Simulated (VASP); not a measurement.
Input of a VASP 6.6.1 run:

POSCAR

```
CsH
1.0
    0.0000000000      3.1880000000      3.1880000000
    3.1880000000      0.0000000000      3.1880000000
    3.1880000000      3.1880000000      0.0000000000
Cs H
1 1
Direct
   -0.0784190715     -0.0784190715      0.0784190715
    0.5000000000      0.5000000000      0.5000000000
```

File INCAR.step1:

```
SYSTEM = CsH
ALGO = Normal ; EDIFF = 1E-4
ENCUT = 520 ; GGA = PE
ISMEAR = 0 ; LASPH = .True.
LCHARG = .False. ; LREAL = .False.
LWAVE = .True. ; NBANDS = 12
NELM = 80 ; PREC = Accurate
SIGMA = 0.05
```

Contents of INCAR.step2:

```
SYSTEM = CsH
ALGO = Normal ; EDIFF = 1E-6
ENCUT = 520 ; ISIF = 2
ISMEAR = 0 ; ISTART = 1
LASPH = .True. ; LCHARG = .False.
LMIXTAU = .True. ; LREAL = .False.
LWAVE = .False. ; METAGGA = R2SCAN
NBANDS = 12 ; NELM = 80
PREC = Accurate ; SIGMA = 0.05
```

File KPOINTS:

```
k-points
0
Gamma
  6 6 6
  0 0 0
```

Potentials or basis: VASP PAW PBE potentials, release 64 (Cs_sv, H).

The run is started by

```console
$ cat potpaw_PBE.64/Cs_sv/POTCAR potpaw_PBE.64/H/POTCAR > POTCAR
$ cp INCAR.step1 INCAR
$ mpirun -np 1 vasp_std > vasp.out
$ cp INCAR.step2 INCAR
$ mpirun -np 1 vasp_std > vasp.out
```

**Question.** What does it give for the pressure?

**Answer.** 0.7 GPa.

**Question.** Estimate the largest force.

**Answer.** 0.487 eV/Å.

**Question.** Predict the band gap on the k mesh.

**Answer.** 2.84 eV, direct.

Forces in eV/Å, atoms in the order of the input:
```
Cs   0.000  0.000  0.487
H    0.000  0.000 -0.487
```

Caveat: the cell differs from its parent crystal (all Cs atoms moved -0.500 Å, as atom 1 along Cartesian [0 0 1]); the PAW data sets were made with another functional, which shifts forces and pressure a little; spin-orbit coupling is left out, which moves the levels of the heavy elements. A k mesh can miss the band edges.
